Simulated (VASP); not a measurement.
A run of VASP 6.6.1 is set up as follows.

INCAR

```
  ALGO = Normal
  EDIFF = 1E-7
  ENCUT = 520
  GGA = PE
  ISIF = 2
  ISMEAR = 0
  LASPH = T
  LCHARG = F
  LREAL = F
  LWAVE = F
  NBANDS = 7
  NELM = 80
  PREC = Accurate
  SIGMA = 0.1
```

Contents of KPOINTS:

```
k-points
0
Gamma
  16 16 16
```

File POSCAR:

```
Mg
1.0
    0.0000000000      2.2897804599      2.2897804599
    2.2897804599      0.0000000000      2.2897804599
    2.2897804599      2.2897804599      0.0000000000
Mg
1
Direct
    0.0000000000      0.0000000000      0.0000000000
```

Potentials or basis: VASP PAW PBE potentials, release 64 (Mg).

Launch:

```sh
$ cat potpaw_PBE.64/Mg/POTCAR > POTCAR
$ mpirun -np 1 vasp_std > vasp.out
```

Q: Predict the pressure.

A: -1.4 GPa.

Q: What does it give for the band gap on the k mesh?

A: Zero (band 1 reaches 3.82 eV, above the bottom of band 2 at 1.10 eV).

Caveat: the cell differs from its parent crystal (Cd replaced by Mg, lengths x 0.987, strained).
